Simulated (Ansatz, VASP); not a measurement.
# GaSb3 in VASP and in Ansatz

```
Ga Sb
1.0
     3.00444    0.00000    0.00000
     0.00000    3.36408    0.00000
     0.00000    0.00000   10.73876
Ga Sb
1 3
Direct
  0.00000 0.00000 0.00000
  0.00000 0.50000 0.23152
  0.00000 0.00000 0.50000
  0.00000 0.50000 0.76848
```

Change from the starting cell: species swapped into the Sn3Pb type (Pmmm, No. 47).

Alike in both runs: functional PBE; k mesh 6 × 6 × 2; occupations gaussian, width 0.2 eV; no spin polarisation.

Ansatz relaxed the structure, and its values are those at the end. VASP's run is a single point on that final structure, the one shown.

```csv
,VASP,Ansatz
version,VASP 6.6.1,Ansatz 0.2.0
potentials or method,"VASP PAW PBE potentials, release 64 (Ga_d, Sb), cutoff 520 eV","scalar-relativistic, plane waves, PAW"
valence electrons in the cell,28,58
```

VASP gave:

| Item | Value |
| --- | --- |
| gap on the k mesh at the Fermi level (eV) | none |
| pressure (GPa) | 0.1 |
| rms of the force components (eV/Å) | 0.008 |

Question: Estimate Ansatz's values.

Answer: gap on the k mesh at the Fermi level (eV): none; pressure (GPa): 0.1; rms of the force components (eV/Å): 0.005.

A gap of «none» marks a metal or a gap that the smearing closes. VASP's potentials hold 28 valence electrons a cell and Ansatz's 58, so a difference there can come from the potentials and not from the codes.

Neither program's run includes spin-orbit coupling.
